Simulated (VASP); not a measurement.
# PbS (Pm-3m) in VASP: notebook

The runs below take PbS through single point, with PBEsol.

Everything below comes from runs of VASP 6.6.1. Logs are shortened: lines on timing, memory, paths and dates and some standing lists are left out, and cuts for length are marked.

### Step 1. The cell of the first run

Symmetry: Pm-3m, No. 221, cubic system. The conventional cell has a = 3.531 Å, b = 3.531 Å, c = 3.531 Å, α = 90.00°, β = 90.00°, γ = 90.00°. Pb (site symmetry m-3m) has 8 S at 3.06 Å and 6 Pb at 3.53 Å within 4.0 Å. S (site symmetry m-3m) has 8 Pb at 3.06 Å and 6 S at 3.53 Å within 4.0 Å.

### Step 2. Single point, PBEsol (volume scaled by 0.960)

Input file INCAR:

```
PREC     = Accurate       # precision mode
ENCUT    = 520            # plane-wave cutoff, eV
EDIFF    = 1E-7           # SCF threshold, eV
ISMEAR   = 0              # smearing method
SIGMA    = 0.05           # smearing width, eV
LREAL    = False          # projectors in reciprocal space
LASPH    = True           # aspherical terms in the spheres
NELM     = 80             # most SCF steps
ALGO     = Normal         # electronic algorithm
ISIF     = 2              # what is computed and relaxed
LWAVE    = False          # write WAVECAR
LCHARG   = False          # write CHGCAR
GGA      = PS             # functional
NBANDS   = 17             # bands
```

Input file KPOINTS:

```
regular mesh
0
Gamma
  8 8 8
```

Input file POSCAR:

```
PbS
1.0
    3.5306476343      0.0000000000      0.0000000000
    0.0000000000      3.5306476343      0.0000000000
    0.0000000000      0.0000000000      3.5306476343
Pb S
1 1
Direct
    0.0000000000      0.0000000000      0.0000000000
    0.5000000000      0.5000000000      0.5000000000
```

Potentials or basis: VASP PAW PBE potentials, release 64 (Pb_d, S).

The run is started by

```sh
$ cat potpaw_PBE.64/Pb_d/POTCAR potpaw_PBE.64/S/POTCAR > POTCAR
$ mpirun -np 1 vasp_std > vasp.out
```

OUTCAR:

```text
PREC = Accurate
   ENCUT = 520
   EDIFF = 1E-7
   ISMEAR = 0
   LREAL = False
   LASPH = True
   NELM = 80
   ISIF = 2
   GGA = PS

 ion  position               nearest neighbor table
   1  0.000  0.000  0.000-   2 3.06   2 3.06   2 3.06   2 3.06   2 3.06   2 3.06   2 3.06   2 3.06

   2  0.500  0.500  0.500-   1 3.06   1 3.06   1 3.06   1 3.06   1 3.06   1 3.06   1 3.06   1 3.06

  LATTYP: Found a simple cubic cell.
 ALAT       =     3.5306476343

  Lattice vectors:

 A1 = (   3.5306476343,   0.0000000000,   0.0000000000)
 A2 = (   0.0000000000,   3.5306476343,   0.0000000000)
 A3 = (   0.0000000000,   0.0000000000,   3.5306476343)

Analysis of symmetry for initial positions (statically):
=====================================================================
 Subroutine PRICEL returns:
 Original cell was already a primitive cell.

 Routine SETGRP: Setting up the symmetry group for a
 simple cubic supercell.

 Subroutine GETGRP returns: Found 48 space group operations
 (whereof 48 operations were pure point group operations)
 out of a pool of 48 trial point group operations.

The static configuration has the point symmetry O_h .

Analysis of symmetry for dynamics (positions and initial velocities):
=====================================================================
 Subroutine PRICEL returns:
 Original cell was already a primitive cell.

 Routine SETGRP: Setting up the symmetry group for a
 simple cubic supercell.

 Subroutine GETGRP returns: Found 48 space group operations
 (whereof 48 operations were pure point group operations)
 out of a pool of 48 trial point group operations.

The dynamic configuration has the point symmetry O_h .

 Subroutine INISYM returns: Found 48 space group operations
 (whereof 48 operations are pure point group operations),
 and found     1 'primitive' translations

----------------------------------------------------------------------------------------

                                     Primitive cell

  volume of cell :      44.0112

  direct lattice vectors                    reciprocal lattice vectors
     3.530647634  0.000000000  0.000000000     0.283234155  0.000000000  0.000000000
     0.000000000  3.530647634  0.000000000     0.000000000  0.283234155  0.000000000
     0.000000000  0.000000000  3.530647634     0.000000000  0.000000000  0.283234155

  length of vectors
     3.530647634  3.530647634  3.530647634     0.283234155  0.283234155  0.283234155

  position of ions in fractional coordinates (direct lattice)
     0.000000000  0.000000000  0.000000000
     0.500000000  0.500000000  0.500000000

  ion indices of the primitive-cell ions
   primitive index   ion index
                 1           1
                 2           2

----------------------------------------------------------------------------------------

 KPOINTS: regular mesh

Automatic generation of k-mesh.
 Grid dimensions read from file:
 generate k-points for:    8    8    8

 Generating k-lattice:

  Cartesian coordinates                     Fractional coordinates (reciprocal lattice)
     0.035404269  0.000000000  0.000000000     0.125000000  0.000000000  0.000000000
     0.000000000  0.035404269  0.000000000     0.000000000  0.125000000  0.000000000
     0.000000000  0.000000000  0.035404269     0.000000000  0.000000000  0.125000000

  Length of vectors
     0.035404269  0.035404269  0.035404269

  Shift w.r.t. Gamma in fractional coordinates (k-lattice)
     0.000000000  0.000000000  0.000000000

 Subroutine IBZKPT returns following result:
 ===========================================

 Found     35 irreducible k-points:

 Following reciprocal coordinates:
            Coordinates               Weight
  0.000000  0.000000  0.000000      1.000000
  0.125000  0.000000  0.000000      6.000000
  0.250000  0.000000  0.000000      6.000000
  0.375000  0.000000  0.000000      6.000000
  0.500000  0.000000  0.000000      3.000000
  0.125000  0.125000  0.000000     12.000000
[... 16 lines left out ...]
  0.375000  0.375000  0.125000     24.000000
  0.500000  0.375000  0.125000     24.000000
 [... further k-points ...]
   k-points           NKPTS =     35   k-points in BZ     NKDIM =     35   number of bands    NBANDS=     17
   number of dos      NEDOS =    301   number of ions     NIONS =      2
   total plane-waves  NPLWV =  21952
   dimension x,y,z NGX =    28 NGY =   28 NGZ =   28
   dimension x,y,z NGXF=    56 NGYF=   56 NGZF=   56
   ions per type =               1   1
   NGX,Y,Z   is equivalent  to a cutoff of  13.18, 13.18, 13.18 a.u.
   NGXF,Y,Z  is equivalent  to a cutoff of  26.37, 26.37, 26.37 a.u.
 SYSTEM =  unknown system
   PREC   = accura    normal or accurate (medium, high low for compatibility)
   ISTART =      0    job   : 0-new  1-cont  2-samecut
   ICHARG =      2    charge: 1-file 2-atom 10-const
   ISPIN  =      1    spin polarized calculation?
   LNONCOLLINEAR =      F non collinear calculations
   LSORBIT =      F    spin-orbit coupling
   LASPH  =      T    aspherical Exc in radial PAW
   ENCUT  =  520.0 eV  38.22 Ry    6.18 a.u.   6.56  6.56  6.56*2*pi/ulx,y,z
   NELM   =     80;   NELMIN=  2; NELMDL= -5     # of ELM steps
   EDIFF  = 0.1E-06   stopping-criterion for ELM
   LREAL  =      F    real-space projection
   EDIFFG = 0.1E-05   stopping-criterion for IOM
   NSW    =      0    number of steps for IOM
   IBRION =     -1    ionic relax: 0-MD 1-quasi-New 2-CG
   NFREE  =      0    steps in history (QN), initial steepest desc. (CG)
   ISIF   =      2    stress and relaxation
   ISYM   =      2    0-nonsym 1-usesym 2-fastsym
   POTIM  = 0.5000    time-step for ionic-motion
   TEBEG  =    0.0;   TEEND  =   0.0 temperature during run
   PSTRESS=    0.0 pullay stress
   NELECT =      20.0000    total number of electrons
   NUPDOWN=      -1.0000    fix difference up-down
   EMIN   =  10.00;   EMAX   =-10.00  energy-range for DOS
   EFERMI =   0.00;   METHOD = LEGACY
   ISMEAR =     0;   SIGMA  =   0.05  broadening in eV -4-tet -1-fermi 0-gaus
   EFERMI_NEDOS =   21; number of points for ismear=-14 and -15
   IALGO  =     38    algorithm
   IMIX   =      4    mixing-type and parameters
     AMIX     =   0.40;   BMIX     =  1.00
     AMIX_MAG =   1.60;   BMIX_MAG =  1.00
  volume/ion in A,a.u.               =      22.01       148.50
  Fermi-wavevector in a.u.,A,eV,Ry     =   1.258627  2.378461 21.553567  1.584142
  Thomas-Fermi vector in A             =   2.392227
   LORBIT       =      0    0 simple, 1 ext, 2 COOP (PROOUT), +10 PAW based schemes
   GGA     = PS    functional components
   LHFCALC =     F    Hartree Fock is set to
   AEXX    =    0.0000 exact exchange contribution
   IVDW    =     0    specifies the selected vdW correction
   LEPSILON=     F    determine dielectric tensor
   LRPA    =     F    only Hartree local field effects (RPA)
 non-spin polarized calculation
 Gauss-broadening in eV      SIGMA  =   0.05
  energy-cutoff  :      520.00
  volume of cell :       44.01
 maximum number of plane-waves:      1213
 NGX is ok and might be reduce to    28
   NGX = 13   NGY = 13   NGZ = 13

 number of electron      20.0000003 magnetization

 Free energy of the ion-electron system (eV)
  ---------------------------------------------------
  ext. energy  EPLUGINS =         0.00000000
  ---------------------------------------------------
  free energy    TOTEN  =        -9.00694505 eV

  energy without entropy =       -9.00540507  energy(sigma->0) =       -9.00617506

 E-fermi :   7.2514     XC(G=0): -10.8544

 val. band max:        7.2327403176   @ k =   0.5000   0.5000   0.3750
 cond. band min:       7.2684200294   @ k =   0.2500   0.1250   0.1250
 fundamental gap:      0.0356797118
 Fermi energy:         7.2514413367

 k-point     1 :       0.0000    0.0000    0.0000
  band No.  band energies     occupation
      1      -9.6088      2.00000
      2      -9.6088      2.00000
      3      -9.3193      2.00000
      4      -9.3193      2.00000
      5      -9.3193      2.00000
      6      -6.7116      2.00000
[... 9 lines left out ...]
     16      20.3075      0.00000
     17      20.3075      0.00000

 k-point     2 :       0.1250    0.0000    0.0000
  band No.  band energies     occupation
      1      -9.6064      2.00000
      2      -9.5769      2.00000
      3      -9.3321      2.00000
      4      -9.3321      2.00000
      5      -9.3180      2.00000
      6      -6.5573      2.00000
[... 9 lines left out ...]
     16      20.1127      0.00000
     17      20.1889      0.00000

 k-point     3 :       0.2500    0.0000    0.0000
  band No.  band energies     occupation
      1      -9.6007      2.00000
      2      -9.5010      2.00000
      3      -9.3630      2.00000
      4      -9.3630      2.00000
      5      -9.3149      2.00000
      6      -6.1157      2.00000
[... 9 lines left out ...]
     16      18.6642      0.00000
     17      20.2217      0.00000

 k-point     4 :       0.3750    0.0000    0.0000
  band No.  band energies     occupation
      1      -9.5950      2.00000
      2      -9.4262      2.00000
      3      -9.3935      2.00000
      4      -9.3935      2.00000
      5      -9.3118      2.00000
      6      -5.4977      2.00000
[... 9 lines left out ...]
     16      18.9234      0.00000
     17      20.1382      0.00000
[... 343 lines left out ...]
      1      -9.5037      2.00000
      2      -9.4933      2.00000
      3      -9.4190      2.00000
      4      -9.3656      2.00000
      5      -9.3261      2.00000
      6      -4.5561      2.00000
[... 9 lines left out ...]
     16      17.5809      0.00000
     17      20.1885      0.00000

 k-point    23 :       0.3750    0.3750    0.1250
  band No.  band energies     occupation
      1      -9.5424      2.00000
      2      -9.4694      2.00000
      3      -9.4000      2.00000
      4      -9.3962      2.00000
      5      -9.2961      2.00000
      6      -4.4160      2.00000
[... 9 lines left out ...]
     16      17.7841      0.00000
     17      20.2240      0.00000

 k-point    24 :       0.5000    0.3750    0.1250
  band No.  band energies     occupation
      1      -9.5656      2.00000
      2      -9.4619      2.00000
      3      -9.4107      2.00000
      4      -9.3948      2.00000
      5      -9.2664      2.00000
      6      -4.2004      2.00000
[... 9 lines left out ...]
     16      17.8557      0.00000
     17      20.4119      0.00000

 [... further k-points ...]

------------------------ aborting loop because EDIFF is reached ----------------------------------------

  FORCE on cell =-STRESS in cart. coord.  units (eV):
  Direction    XX          YY          ZZ          XY          YZ          ZX
  --------------------------------------------------------------------------------------
  -------------------------------------------------------------------------------------
  Total        0.7712107      0.7712107      0.7712107      0.0000000     -0.0000000      0.0000000
  in kB       28.0750484     28.0750484     28.0750484      0.0000000     -0.0000000      0.0000000
  external PRESSURE =      28.0750484 kB  Pullay stress =       0.0000000 kB

 VOLUME and BASIS-vectors are now :
 -----------------------------------------------------------------------------
  energy-cutoff  :      520.00
  volume of cell :       44.01
      direct lattice vectors                 reciprocal lattice vectors
     3.530647634  0.000000000  0.000000000     0.283234155  0.000000000  0.000000000
     0.000000000  3.530647634  0.000000000     0.000000000  0.283234155  0.000000000
     0.000000000  0.000000000  3.530647634     0.000000000  0.000000000  0.283234155

 POSITION                                       TOTAL-FORCE (eV/Angst)
 -----------------------------------------------------------------------------------
      0.00000      0.00000      0.00000         0.000000      0.000000      0.000000
      1.76532      1.76532      1.76532         0.000000      0.000000      0.000000
 -----------------------------------------------------------------------------------
    total drift:                               -0.000000      0.000000      0.000000

  FREE ENERGIE OF THE ION-ELECTRON SYSTEM (eV)
  ---------------------------------------------------
  free  energy   TOTEN  =        -9.0069450492 eV

  energy  without entropy=       -9.0054050706  energy(sigma->0) =       -9.00617506
```

It took 12 s on 1 thread of Intel Xeon 6975P-C (Granite Rapids), shared host; peak memory 0.16 GiB.

Results:

- Free energy: -9.0069 eV
- Pressure: 2.8 GPa
- Band gap on the k mesh: zero (band 10 reaches 7.37 eV, above the bottom of band 11 at 6.37 eV)

Levels at points of the mesh, in eV from the Fermi level:
| k point | band 8 | band 9 | band 10 | band 11 | band 12 | band 13 |
| --- | --- | --- | --- | --- | --- | --- |
| (0.00, 0.00, 0.00) | -1.94 | -1.94 | -1.94 | 5.22 | 5.22 | 7.25 |
| (0.50, 0.00, 0.00) | -0.62 | -0.62 | 0.11 | 0.34 | 4.03 | 4.03 |
| (0.50, 0.50, 0.00) | -5.17 | -5.17 | -0.43 | 4.51 | 4.51 | 6.51 |
| (0.50, 0.50, 0.50) | -2.81 | -2.81 | -2.81 | -0.88 | -0.88 | -0.88 |

Caveat: the PAW data sets were made with another functional, which shifts forces and pressure a little; spin-orbit coupling is left out, which moves the levels of the heavy elements.

### Step 3. Single point, PBEsol (volume scaled by 0.980)

Input file INCAR:

```
  ALGO = Normal
  EDIFF = 1E-6
  ENCUT = 520
  GGA = PS
  ISIF = 2
  ISMEAR = 0
  LASPH = T
  LCHARG = F
  LREAL = F
  LWAVE = F
  NBANDS = 17
  NELM = 100
  PREC = Accurate
  SIGMA = 0.05
```

Input file KPOINTS:

```
k-points
0
Gamma
  8 8 8
```

Input file POSCAR:

```
PbS
1.0
    3.5549976978      0.0000000000      0.0000000000
    0.0000000000      3.5549976978      0.0000000000
    0.0000000000      0.0000000000      3.5549976978
Pb S
1 1
Direct
    0.0000000000      0.0000000000      0.0000000000
    0.5000000000      0.5000000000      0.5000000000
```

Potentials or basis: VASP PAW PBE potentials, release 64 (Pb_d, S).

The run is started by

```sh
$ cat potpaw_PBE.64/Pb_d/POTCAR potpaw_PBE.64/S/POTCAR > POTCAR
$ mpirun -np 1 vasp_std > vasp.out
```

Run time: 10 s. Hardware: 1 thread of Intel Xeon 6975P-C (Granite Rapids), shared host; peak memory 0.16 GiB.

It converged, with:

* Free energy: -9.0191 eV
* Pressure: 1.3 GPa
* Band gap on the k mesh: zero (band 10 reaches 7.05 eV, above the bottom of band 11 at 6.18 eV)

Levels at points of the mesh, in eV from the Fermi level:
```csv
k point,band 8,band 9,band 10,band 11,band 12,band 13
"(0.00, 0.00, 0.00)",-1.86,-1.86,-1.86,5.26,5.26,7.09
"(0.50, 0.00, 0.00)",-0.58,-0.58,0.07,0.32,4.00,4.00
"(0.50, 0.50, 0.00)",-5.02,-5.02,-0.39,4.44,4.44,6.38
"(0.50, 0.50, 0.50)",-2.72,-2.72,-2.72,-0.80,-0.80,-0.80
```

Caveat: the PAW data sets were made with another functional, which shifts forces and pressure a little; spin-orbit coupling is left out, which moves the levels of the heavy elements.
